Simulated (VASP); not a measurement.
Wanted: the native input for a VASP 6.6.1 run.

```yaml
Task: density of states
Functional: LDA
Potentials_or_basis: VASP PAW LDA potentials, release 64 (Ni)
Cutoff: 520 eV
k_mesh: 18 × 18 × 18
Occupations: fermi-dirac, width 0.08 eV
Spin: collinear spin, ferromagnetic start
Starting_moments: "[1.0] μB"
Dipole_correction: no
k_mesh_for_the_DOS: 27 × 27 × 27
Occupations_for_the_DOS: tetrahedron
Further_INCAR_settings: ALGO = Normal; EDIFF = 1e-06
```

Crystal: Ni.

```
Ni
1.0
     0.00000    1.31220    1.31220
     1.31220    0.00000    1.31220
     1.31220    1.31220    0.00000
Ni
1
Direct
  0.00000 0.00000 0.00000
```

This cell differs from its parent crystal: volume scaled by 0.45.

These files were run (other wordings do the same):

POSCAR

```
Ni
1.0
    0.0000000000      1.3121974224      1.3121974224
    1.3121974224      0.0000000000      1.3121974224
    1.3121974224      1.3121974224      0.0000000000
Ni
1
Direct
    0.0000000000      0.0000000000      0.0000000000
```

INCAR.step1

```
SYSTEM = Ni
PREC = Accurate ; ENCUT = 520
EDIFF = 1E-6 ; ISMEAR = -1
SIGMA = 0.08 ; LREAL = .False.
LASPH = .True. ; NELM = 150
ALGO = Normal ; ISIF = 2
LWAVE = .False. ; LCHARG = .True.
ISPIN = 2 ; MAGMOM = 1
LMAXMIX = 4 ; NBANDS = 15
```

KPOINTS.step1

```
regular mesh
0
Gamma
  18 18 18
  0 0 0
```

INCAR.step2

```
SYSTEM = Ni
PREC = Accurate ; ENCUT = 520
EDIFF = 1E-6 ; ISMEAR = -5
SIGMA = 0.08 ; LREAL = .False.
LASPH = .True. ; NELM = 150
ALGO = Normal ; ISIF = 2
LWAVE = .False. ; LCHARG = .False.
ISPIN = 2 ; MAGMOM = 1
LORBIT = 11 ; LMAXMIX = 4
NEDOS = 1001 ; ICHARG = 11
```

KPOINTS.step2

```
regular mesh
0
Gamma
  27 27 27
  0 0 0
```

Potentials or basis: VASP PAW LDA potentials, release 64 (Ni).

Run with:

```console
$ cat potpaw_LDA.64/Ni/POTCAR > POTCAR
$ cp INCAR.step1 INCAR
$ cp KPOINTS.step1 KPOINTS
$ mpirun -np 1 vasp_std > vasp.out
$ cp INCAR.step2 INCAR
$ cp KPOINTS.step2 KPOINTS
$ mpirun -np 1 vasp_std > vasp.out
```

It gave:

```
Net moment : 0.00 μB per cell
```

It took 26 s on 1 thread of AMD EPYC 9R45 96-Core Processor (Zen 5), on a shared host, peak memory 0.12 GiB.
